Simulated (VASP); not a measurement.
Wanted: the native input for a VASP 6.6.1 run.

- Task: relaxation of cell and atoms
- Functional: PBE
- Potentials or basis: VASP PAW PBE potentials, release 64 (Ta_pv, Ag)
- Cutoff: 600 eV
- k mesh: 10 × 10 × 12
- Occupations: gaussian, width 0.1 eV
- Spin: no spin polarisation
- Dipole correction: no
- Further INCAR settings: ALGO = Fast; EDIFF = 1e-07; IBRION = 2; EDIFFG = -0.01; NSW = 100; ISIF = 3

The structure of Ta3Ag lies in POSCAR:

```
Ta3Ag
1.0
    4.4250485680      0.0000000000      0.0000000000
    0.0000000000      4.4250485680      0.0000000000
    0.0000000000      0.0000000000      3.6597595469
Ta Ag
3 1
Direct
    0.0000000000      0.5000000000      0.5000000000
    0.5000000000      0.0000000000      0.5000000000
    0.5000000000      0.5000000000      0.0000000000
    0.0000000000      0.0000000000      0.0000000000
```

The input as run:

INCAR

```
  PREC = Accurate
  ENCUT = 600
  EDIFF = 1E-7
  ISMEAR = 0
  SIGMA = 0.1
  LREAL = False
  LASPH = True
  NELM = 60
  ALGO = Fast
  ISIF = 3
  LWAVE = False
  LCHARG = False
  GGA = PE
  IBRION = 2
  NSW = 100
  EDIFFG = -0.01
  LUSENCCL = False
```

KPOINTS

```
regular mesh
0
Gamma
  10 10 12
```

Potentials or basis: VASP PAW PBE potentials, release 64 (Ta_pv, Ag).

Launch:

```sh
$ cat potpaw_PBE.64/Ta_pv/POTCAR potpaw_PBE.64/Ag/POTCAR > POTCAR
$ mpirun -np 1 vasp_std > vasp.out
```

It gave:

* Relaxed volume: 17.91 Å³/atom
* Relaxed cell: a = 4.422 Å, b = 4.422 Å, c = 3.665 Å, α = 90.00°, β = 90.00°, γ = 90.00°
* Space group after relaxing (to 0.1 Å): P4/mmm (No. 123)
* Energy gained by relaxing: 0.0 meV/atom
* Ionic steps: 3
* Pressure after relaxing: 0.0 GPa
* Band gap on the k mesh: zero (bands 22 and 23 overlap by 1.77 eV)

Caveat: spin-orbit coupling is left out, which moves the levels of the heavy elements.

Wall time 14 min on 1 × NVIDIA H100 80GB with 1 thread of AMD EPYC 7R13 Processor (Zen 3), on a shared host, peak memory 1.5 GiB.
